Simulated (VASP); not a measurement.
Wanted: the native input for a VASP 6.6.1 run.

```yaml
Task: single point
Functional: PBE
Potentials_or_basis: VASP PAW PBE potentials, release 64 (Mn_pv, F)
Cutoff: 520 eV
k_mesh: 12 × 12 × 6
Occupations: gaussian, width 0.02 eV
Spin: collinear spin, ferromagnetic start
Starting_moments: "[4.65, 0.11, 0.11] μB"
Dipole_correction: no
Further_INCAR_settings: ALGO = Normal; EDIFF = 1e-06; NBANDS = 24
```

The structure of MnF2 lies in POSCAR:

```
MnF2
1.0
    3.3429772227      0.0000000000      0.0000000000
   -1.6714886113      2.8951031991      0.0000000000
    0.0000000000      0.0000000000      5.1124234933
Mn F
1 2
Direct
    0.0000000000      0.0000000000      0.5000000000
    0.6666666667      0.3333333333      0.3121141258
    0.3333333333      0.6666666667      0.6878858742
```

The input as run:

INCAR

```
SYSTEM = MnF2
PREC = Accurate
ENCUT = 520
EDIFF = 1E-6
ISMEAR = 0
SIGMA = 0.02
LREAL = .FALSE.
LASPH = .TRUE.
NELM = 150
ALGO = Normal
ISIF = 2
LWAVE = .FALSE.
LCHARG = .FALSE.
ISPIN = 2
MAGMOM = 4.65 0.11 0.11
LORBIT = 11
LMAXMIX = 4
GGA = PE
NBANDS = 24
```

KPOINTS

```
regular mesh
0
G
  12 12 6
  0 0 0
```

Potentials or basis: VASP PAW PBE potentials, release 64 (Mn_pv, F).

Run with:

```sh
$ cat potpaw_PBE.64/Mn_pv/POTCAR potpaw_PBE.64/F/POTCAR > POTCAR
$ mpirun -np 1 vasp_std > vasp.out
```

It gave:

The pressure is 0.0 GPa, the largest force is 0.019 eV/Å and the band gap on the k mesh is 1.90 eV, indirect (least direct gap 1.91 eV). The net moment is 5.00 μB per cell. The site moments are Mn +4.58; F +0.09 μB and the valence electrons inside the program's atomic spheres are Mn 11.23; F 6.08.

Caveat: a cell with one magnetic atom can't hold antiferromagnetic order, which such compounds often take.

It took 5 min on 1 thread of Oxide Virtual Turin-like Processor, on a shared host, peak memory 0.28 GiB.
